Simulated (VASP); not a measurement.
# Fe (Im-3m) in VASP: single point with PBE

Aim: the single point of Fe with PBE.

Everything below comes from runs of VASP 6.6.1. Logs are shortened: lines on timing, memory, paths and dates and some standing lists are left out, and cuts for length are marked.

## 1. The cell of the first run

The structure is cubic, space group Im-3m (No. 229). The conventional cell has a = 2.830 Å, b = 2.830 Å, c = 2.830 Å, α = 90.00°, β = 90.00°, γ = 90.00°. Fe (site symmetry m-3m) has 14 Fe at 2.45 to 2.83 Å within 3.2 Å.

## 2. Single point, PBE, collinear spin, ferromagnetic start

Contents of INCAR:

```
PREC = Accurate
ENCUT = 600
EDIFF = 1E-6
ISMEAR = -1
SIGMA = 0.05
LREAL = F
LASPH = T
NELM = 200
ALGO = Normal
ISIF = 2
LWAVE = F
LCHARG = T
ISPIN = 2
MAGMOM = 0.3
LORBIT = 11
LMAXMIX = 4
GGA = PE
LELF = T
LVHAR = T
NBANDS = 14
GGA_COMPAT = F
```

Contents of KPOINTS:

```
regular mesh
0
Gamma
  8 8 8
```

Contents of POSCAR:

```
Fe
1.0
   -1.4150000000      1.4150000000      1.4150000000
    1.4150000000     -1.4150000000      1.4150000000
    1.4150000000      1.4150000000     -1.4150000000
Fe
1
Direct
    0.0000000000      0.0000000000      0.0000000000
```

Potentials or basis: VASP PAW PBE potentials, release 64 (Fe).

The run is started by

```bash
cat potpaw_PBE.64/Fe/POTCAR > POTCAR
mpirun -np 1 vasp_std > vasp.out
```

OUTCAR:

```text
PREC = Accurate
   ENCUT = 600
   EDIFF = 1E-6
   ISMEAR = -1
   LREAL = F
   LASPH = T
   NELM = 200
   ISIF = 2
   ISPIN = 2
   LORBIT = 11
   GGA = PE

 ion  position               nearest neighbor table
   1  0.000  0.000  0.000-

  LATTYP: Found a body centered cubic cell.
 ALAT       =     2.8300000000

  Lattice vectors:

 A1 = (  -1.4150000000,   1.4150000000,   1.4150000000)
 A2 = (   1.4150000000,  -1.4150000000,   1.4150000000)
 A3 = (   1.4150000000,   1.4150000000,  -1.4150000000)

Analysis of symmetry for initial positions (statically):
=====================================================================
 Subroutine PRICEL returns:
 Original cell was already a primitive cell.

 Routine SETGRP: Setting up the symmetry group for a
 body centered cubic supercell.

 Subroutine GETGRP returns: Found 48 space group operations
 (whereof 48 operations were pure point group operations)
 out of a pool of 48 trial point group operations.

The static configuration has the point symmetry O_h .

Analysis of symmetry for dynamics (positions and initial velocities):
=====================================================================
 Subroutine PRICEL returns:
 Original cell was already a primitive cell.

 Routine SETGRP: Setting up the symmetry group for a
 body centered cubic supercell.

 Subroutine GETGRP returns: Found 48 space group operations
 (whereof 48 operations were pure point group operations)
 out of a pool of 48 trial point group operations.

The dynamic configuration has the point symmetry O_h .

Analysis of structural, dynamic, and magnetic symmetry:
=====================================================================
 Subroutine PRICEL returns:
 Original cell was already a primitive cell.

 Routine SETGRP: Setting up the symmetry group for a
 body centered cubic supercell.

 Subroutine GETGRP returns: Found 48 space group operations
 (whereof 48 operations were pure point group operations)
 out of a pool of 48 trial point group operations.

The overall configuration has the point symmetry O_h .

 Subroutine INISYM returns: Found 48 space group operations
 (whereof 48 operations are pure point group operations),
 and found     1 'primitive' translations

----------------------------------------------------------------------------------------

                                     Primitive cell

  volume of cell :      11.3326

  direct lattice vectors                    reciprocal lattice vectors
    -1.415000000  1.415000000  1.415000000     0.000000000  0.353356890  0.353356890
     1.415000000 -1.415000000  1.415000000     0.353356890  0.000000000  0.353356890
     1.415000000  1.415000000 -1.415000000     0.353356890  0.353356890  0.000000000

  length of vectors
     2.450851893  2.450851893  2.450851893     0.499722107  0.499722107  0.499722107

  position of ions in fractional coordinates (direct lattice)
     0.000000000  0.000000000  0.000000000

  ion indices of the primitive-cell ions
   primitive index   ion index
                 1           1

----------------------------------------------------------------------------------------

 KPOINTS: regular mesh

Automatic generation of k-mesh.
 Grid dimensions read from file:
 generate k-points for:    8    8    8

 Generating k-lattice:

  Cartesian coordinates                     Fractional coordinates (reciprocal lattice)
     0.000000000  0.044169611  0.044169611     0.125000000  0.000000000  0.000000000
     0.044169611  0.000000000  0.044169611     0.000000000  0.125000000  0.000000000
     0.044169611  0.044169611  0.000000000     0.000000000  0.000000000  0.125000000

  Length of vectors
     0.062465263  0.062465263  0.062465263

  Shift w.r.t. Gamma in fractional coordinates (k-lattice)
     0.000000000  0.000000000  0.000000000

 Subroutine IBZKPT returns following result:
 ===========================================

 Found     29 irreducible k-points:

 Following reciprocal coordinates:
            Coordinates               Weight
  0.000000  0.000000  0.000000      1.000000
  0.125000  0.000000  0.000000     12.000000
  0.250000  0.000000  0.000000     12.000000
  0.375000  0.000000  0.000000     12.000000
  0.500000  0.000000  0.000000      6.000000
  0.125000  0.125000  0.000000     24.000000
[... 16 lines left out ...]
 -0.250000  0.250000  0.250000      6.000000
 -0.375000  0.375000  0.250000     24.000000
 [... further k-points ...]
   k-points           NKPTS =     29   k-points in BZ     NKDIM =     29   number of bands    NBANDS=     14
   number of dos      NEDOS =    301   number of ions     NIONS =      1
   total plane-waves  NPLWV =   8000
   dimension x,y,z NGX =    20 NGY =   20 NGZ =   20
   dimension x,y,z NGXF=    40 NGYF=   40 NGZF=   40
   ions per type =               1
   NGX,Y,Z   is equivalent  to a cutoff of  13.57, 13.57, 13.57 a.u.
   NGXF,Y,Z  is equivalent  to a cutoff of  27.13, 27.13, 27.13 a.u.
 SYSTEM =  unknown system
   PREC   = accura    normal or accurate (medium, high low for compatibility)
   ISTART =      0    job   : 0-new  1-cont  2-samecut
   ICHARG =      2    charge: 1-file 2-atom 10-const
   ISPIN  =      2    spin polarized calculation?
   LNONCOLLINEAR =      F non collinear calculations
   LSORBIT =      F    spin-orbit coupling
   LASPH  =      T    aspherical Exc in radial PAW
   ENCUT  =  600.0 eV  44.10 Ry    6.64 a.u.   4.89  4.89  4.89*2*pi/ulx,y,z
   NELM   =    200;   NELMIN=  2; NELMDL= -5     # of ELM steps
   EDIFF  = 0.1E-05   stopping-criterion for ELM
   LREAL  =      F    real-space projection
   EDIFFG = 0.1E-04   stopping-criterion for IOM
   NSW    =      0    number of steps for IOM
   IBRION =     -1    ionic relax: 0-MD 1-quasi-New 2-CG
   NFREE  =      0    steps in history (QN), initial steepest desc. (CG)
   ISIF   =      2    stress and relaxation
   ISYM   =      2    0-nonsym 1-usesym 2-fastsym
   POTIM  = 0.5000    time-step for ionic-motion
   TEBEG  =    0.0;   TEEND  =   0.0 temperature during run
   PSTRESS=    0.0 pullay stress
   NELECT =       8.0000    total number of electrons
   NUPDOWN=      -1.0000    fix difference up-down
   EMIN   =  10.00;   EMAX   =-10.00  energy-range for DOS
   EFERMI =   0.00;   METHOD = LEGACY
   ISMEAR =    -1;   SIGMA  =   0.05  broadening in eV -4-tet -1-fermi 0-gaus
   EFERMI_NEDOS =   21; number of points for ismear=-14 and -15
   IALGO  =     38    algorithm
   IMIX   =      4    mixing-type and parameters
     AMIX     =   0.40;   BMIX     =  1.00
     AMIX_MAG =   1.60;   BMIX_MAG =  1.00
  volume/ion in A,a.u.               =      11.33        76.48
  Fermi-wavevector in a.u.,A,eV,Ry     =   1.457678  2.754613 28.910018  2.124826
  Thomas-Fermi vector in A             =   2.574452
   LORBIT       =     11    0 simple, 1 ext, 2 COOP (PROOUT), +10 PAW based schemes
   GGA     = PE    functional components
   LHFCALC =     F    Hartree Fock is set to
   AEXX    =    0.0000 exact exchange contribution
   IVDW    =     0    specifies the selected vdW correction
   LEPSILON=     F    determine dielectric tensor
   LRPA    =     F    only Hartree local field effects (RPA)
 spin polarized calculation
  energy-cutoff  :      600.00
  volume of cell :       11.33
 maximum number of plane-waves:       386
   NGX =  9   NGY =  9   NGZ =  9

 number of electron       8.0000006 magnetization       2.2531507

 Free energy of the ion-electron system (eV)
  ---------------------------------------------------
  ext. energy  EPLUGINS =         0.00000000
  ---------------------------------------------------
  free energy    TOTEN  =        -8.23017986 eV

  energy without entropy =       -8.21832275  energy(sigma->0) =       -8.22425131

 E-fermi :   5.8595     XC(G=0): -13.1271

 val. band max:        5.8411741612   @ k =   0.5000   0.5000   0.2500
 cond. band min:       5.8636387887   @ k =   0.2500   0.1250   0.0000
 fundamental gap:      0.0224646274
 Fermi energy:         5.8594745277

 spin component 1

 k-point     1 :       0.0000    0.0000    0.0000
  band No.  band energies     occupation
      1      -2.5933      1.00000
      2       3.5187      1.00000
      3       3.5187      1.00000
      4       3.5187      1.00000
      5       4.7709      1.00000
      6       4.7709      1.00000
      7      30.9034      0.00000
      8      30.9034      0.00000
      9      30.9034      0.00000
     10      36.0131      0.00000
     11      36.0131      0.00000
     12      38.3044      0.00000
     13      38.3044      0.00000
     14      38.3044      0.00000
[... 375 lines left out ...]
 k-point    24 :      -0.3750    0.3750    0.2500
  band No.  band energies     occupation
      1       1.7133      1.00000
      2       2.2146      1.00000
      3       3.9806      1.00000
      4       4.4126      1.00000
      5       5.5702      0.99694
      6       8.1937      0.00000
      7      17.6808      0.00000
      8      20.6235      0.00000
      9      23.3340      0.00000
     10      26.8183      0.00000
     11      36.5563      0.00000
     12      38.4784      0.00000
     13      41.4419      0.00000
     14      46.1927      0.00000

 [... further k-points ...]

 spin component 2

 k-point     1 :       0.0000    0.0000    0.0000
  band No.  band energies     occupation
      1      -2.4319      1.00000
      2       5.5259      0.99873
      3       5.5260      0.99873
      4       5.5260      0.99873
      5       7.5441      0.00000
      6       7.5443      0.00000
      7      30.6340      0.00000
      8      30.6340      0.00000
      9      30.6340      0.00000
     10      36.1756      0.00000
     11      36.1756      0.00000
     12      39.0008      0.00000
     13      39.0008      0.00000
     14      39.0008      0.00000
[... 375 lines left out ...]
 k-point    24 :      -0.3750    0.3750    0.2500
  band No.  band energies     occupation
      1       2.9794      1.00000
      2       4.1755      1.00000
      3       5.9226      0.22040
      4       6.4732      0.00000
      5       7.8028      0.00000
      6       9.7734      0.00000
      7      18.5084      0.00000
      8      21.2328      0.00000
      9      23.9660      0.00000
     10      27.2907      0.00000
     11      37.2980      0.00000
     12      38.9291      0.00000
     13      41.9086      0.00000
     14      46.6201      0.00000

 [... further k-points ...]

------------------------ aborting loop because EDIFF is reached ----------------------------------------

  FORCE on cell =-STRESS in cart. coord.  units (eV):
  Direction    XX          YY          ZZ          XY          YZ          ZX
  --------------------------------------------------------------------------------------
  -------------------------------------------------------------------------------------
  Total        0.1503562      0.1503562      0.1503562      0.0000000     -0.0000000     -0.0000000
  in kB       21.2570256     21.2570256     21.2570256      0.0000000     -0.0000000     -0.0000000
  external PRESSURE =      21.2570256 kB  Pullay stress =       0.0000000 kB

 VOLUME and BASIS-vectors are now :
 -----------------------------------------------------------------------------
  energy-cutoff  :      600.00
  volume of cell :       11.33
      direct lattice vectors                 reciprocal lattice vectors
    -1.415000000  1.415000000  1.415000000     0.000000000  0.353356890  0.353356890
     1.415000000 -1.415000000  1.415000000     0.353356890  0.000000000  0.353356890
     1.415000000  1.415000000 -1.415000000     0.353356890  0.353356890  0.000000000

 POSITION                                       TOTAL-FORCE (eV/Angst)
 -----------------------------------------------------------------------------------
      0.00000      0.00000      0.00000         0.000000      0.000000      0.000000
 -----------------------------------------------------------------------------------
    total drift:                                0.000000     -0.000000      0.000000

  FREE ENERGIE OF THE ION-ELECTRON SYSTEM (eV)
  ---------------------------------------------------
  free  energy   TOTEN  =        -8.2301798620 eV

  energy  without entropy=       -8.2183227517  energy(sigma->0) =       -8.22425131

 total charge

# of ion       s       p       d       tot
------------------------------------------
    1        0.487   0.544   6.243   7.274

 magnetization (x)

# of ion       s       p       d       tot
------------------------------------------
    1       -0.015  -0.061   2.329   2.253
```

It took 9.8 s on 1 thread of AMD EPYC 9R45 (Zen 5), shared host; peak memory 0.1 GiB.

Results:

- Free energy: -8.2302 eV
- Pressure: 2.1 GPa
- Net moment: 2.25 μB per cell
- Site moments: Fe +2.25 μB
- Valence electrons inside the program's atomic spheres: Fe 7.27

Levels at points of the mesh, in eV from the Fermi level:
Spin up:
```csv
k point,band 1,band 2,band 3,band 4,band 5,band 6,band 7,band 8,band 9,band 10
"(0.00, 0.00, 0.00)",-8.45,-2.34,-2.34,-2.34,-1.09,-1.09,25.04,25.04,25.04,30.15
"(0.50, 0.00, 0.00)",-4.95,-3.42,-1.03,-0.90,0.36,0.52,7.36,18.39,20.25,23.52
"(0.50, 0.50, 0.50)",-4.86,-4.86,0.09,0.09,0.09,9.94,9.94,9.94,15.68,15.68
```
Spin down:
```
           k point  band 1  band 2  band 3  band 4  band 5  band 6
(0.00, 0.00, 0.00)   -8.29   -0.33   -0.33   -0.33    1.68    1.68
(0.50, 0.00, 0.00)   -3.64   -1.63    0.61    1.55    1.94    2.68
(0.50, 0.50, 0.50)   -3.04   -3.04    2.38    2.38    2.38   10.23
```

Caveat: the k points lie up to 0.39 Å⁻¹ apart.
